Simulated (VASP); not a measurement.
Write the native input for VASP 6.6.1 that does the following.

```yaml
Task: single point
Functional: PBE
Potentials_or_basis: VASP PAW PBE potentials, release 64 (Al, In_d, Sb, As)
Cutoff: 520 eV
k_mesh: 6 × 6 × 2
Occupations: gaussian, width 0.1 eV
Spin: no spin polarisation
Dipole_correction: no
Further_INCAR_settings: ALGO = Normal; EDIFF = 1e-06; NBANDS = 31
```

The structure of AlIn2Sb2As lies in POSCAR:

```
AlIn2Sb2As
1.0
    4.3194378000      0.0000000000      0.0000000000
   -2.1597189000      3.7407428700      0.0000000000
    0.0000000000      0.0000000000     10.1552252000
Al In Sb As
1 2 2 1
Direct
    0.0000000000      0.0000000000      0.0000000000
    0.3333333300      0.6666666700      0.0000000000
    0.6666666700      0.3333333300      0.0000000000
    0.0000000000      0.0000000000      0.7465572300
    0.0000000000      0.0000000000      0.2534427700
    0.0000000000      0.0000000000      0.5000000000
```

The input as run:

INCAR

```
SYSTEM = AlIn2Sb2As
ALGO = Normal ; EDIFF = 1E-6
ENCUT = 520 ; GGA = PE
ISIF = 2 ; ISMEAR = 0
LASPH = .TRUE. ; LCHARG = .TRUE.
LELF = .TRUE. ; LREAL = .FALSE.
LVHAR = .TRUE. ; LWAVE = .FALSE.
NBANDS = 31 ; NELM = 60
PREC = Accurate ; SIGMA = 0.1
```

KPOINTS

```
k-points
0
G
  6 6 2
  0 0 0
```

Potentials or basis: VASP PAW PBE potentials, release 64 (Al, In_d, Sb, As).

Command:

```bash
$ cat potpaw_PBE.64/Al/POTCAR potpaw_PBE.64/In_d/POTCAR potpaw_PBE.64/Sb/POTCAR potpaw_PBE.64/As/POTCAR > POTCAR
$ mpirun -np 1 vasp_std > vasp.out
```

It gave:

| Item | Value |
| --- | --- |
| Pressure | 21.3 GPa |
| Largest force | 0.917 eV/Å |
| Band gap on the k mesh | zero (band 22 reaches 6.54 eV, above the bottom of band 23 at 4.93 eV) |

Caveat: spin-orbit coupling is left out, which moves the levels of the heavy elements.

It took 67 s on 1 thread of Intel Xeon 6975P-C, on a shared host, peak memory 0.32 GiB.
